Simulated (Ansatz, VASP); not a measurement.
# One calculation of Mg, two programs

```
CELL_PARAMETERS angstrom
3.17683 0.00000 0.00000
-1.58841 2.75121 0.00000
0.00000 0.00000 10.31886
ATOMIC_POSITIONS crystal
Mg 0.66667 0.33333 0.75000
Mg 0.00000 0.00000 0.50000
Mg 0.33333 0.66667 0.25000
Mg 0.00000 0.00000 0.00000
```

Alike in both runs: task relaxation of cell and atoms; functional BLYP; dispersion D4; k mesh 10 × 10 × 3; occupations fermi-dirac, width 0.05 eV; no spin polarisation.

```csv
,VASP,Ansatz
version,VASP 6.6.1,Ansatz 0.2.0
potentials or method,"VASP PAW PBE potentials, release 64 (Mg)",Ansatz PAW
plane-wave cutoff (eV),600,420
valence electrons in the cell,8,40
```

Ansatz gave:

```
gap on the k mesh at the Fermi level, each at its own relaxed structure (eV) : none
relaxed volume (Å³/atom)                                                     : 22.97
relaxed cell length with the largest relative difference (Å)                 : 3.177
```

Which values does VASP return?

gap on the k mesh at the Fermi level, each at its own relaxed structure (eV): none; relaxed volume (Å³/atom): 22.94; relaxed cell length with the largest relative difference (Å): 3.175.

VASP's potentials were made for PBE, not for BLYP. A gap of «none» marks a metal or a gap that the smearing closes. VASP's potentials hold 8 valence electrons a cell and Ansatz's 40, so a difference there can come from the potentials and not from the codes.

Noted on Ansatz's run: the plane-wave basis is chosen anew once the cell has moved, so the energies of steps on either side of that aren't comparable.
